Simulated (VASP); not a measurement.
## GePt2: single point with PBEsol

The system is GePt2.

```
Ge Pt
1.0
     6.21987    0.00000    0.00000
    -3.10993    5.38656    0.00000
     0.00000    0.00000    3.59703
Ge Pt
3 6
Direct
  0.66667 0.33333 0.00000
  0.33333 0.66667 0.00000
  0.00000 0.00000 0.50000
  0.62294 0.00000 0.50000
  0.37706 0.37706 0.50000
  0.00000 0.62294 0.50000
  0.00000 0.28491 0.00000
  0.71509 0.71509 0.00000
  0.28491 0.00000 0.00000
```

This cell differs from its parent crystal: strain -0.080 along x and y, +0.040 along z.

```json
{
  "Program": "VASP 6.6.1",
  "Task": "single point",
  "Functional": "PBEsol",
  "Potentials or basis": "VASP PAW PBE potentials, release 64 (Ge_d, Pt)",
  "Cutoff": "520 eV",
  "k mesh": "6 × 6 × 12",
  "Occupations": "gaussian, width 0.15 eV",
  "Spin": "no spin polarisation",
  "Dipole correction": "no",
  "Further INCAR settings": "ALGO = Fast; EDIFF = 1e-06; NBANDS = 61"
}
```

```json
{
 "Pressure": "47.2 GPa",
 "Largest force": "2.328 eV/Å",
 "Band gap on the k mesh": "zero (bands 51 and 52 overlap by 1.47 eV)"
}
```

Forces on the atoms (eV/Å):
```
Ge   0.000  0.000  0.000
Ge   0.000  0.000  0.000
Ge   0.000  0.000  0.000
Pt  -1.050  0.000  0.000
Pt   0.525  0.910  0.000
Pt   0.525 -0.910  0.000
Pt   1.164 -2.016  0.000
Pt   1.164  2.016  0.000
Pt  -2.328  0.000  0.000
```

Stress tensor (GPa, compression positive):
```
55.73  0.00  0.00
 0.00 55.73  0.00
 0.00  0.00 30.27
```

Levels at points of the mesh, in eV from the Fermi level:
```
           k point  band 49  band 50  band 51  band 52  band 53  band 54
(0.00, 0.00, 0.00)    -1.70    -1.36    -1.36    -1.13    -0.96     2.66
(0.50, 0.00, 0.00)    -1.02    -0.95    -0.10     0.83     1.95     2.03
(0.00, 0.00, 0.50)    -0.84     0.05     0.05     1.20     1.54     1.86
(0.50, 0.00, 0.50)    -1.53    -1.34    -1.17     1.29     1.66     2.98
```

It took 11 min on 1 thread of Intel Xeon 8259CL (shared host), peak memory 0.43 GiB.

Caveat: the cell differs from its parent crystal (strain -0.080 along x and y, +0.040 along z); the cell stands under pressure; the PAW data sets were made with another functional, which shifts forces and pressure a little; spin-orbit coupling is left out, which moves the levels of the heavy elements.
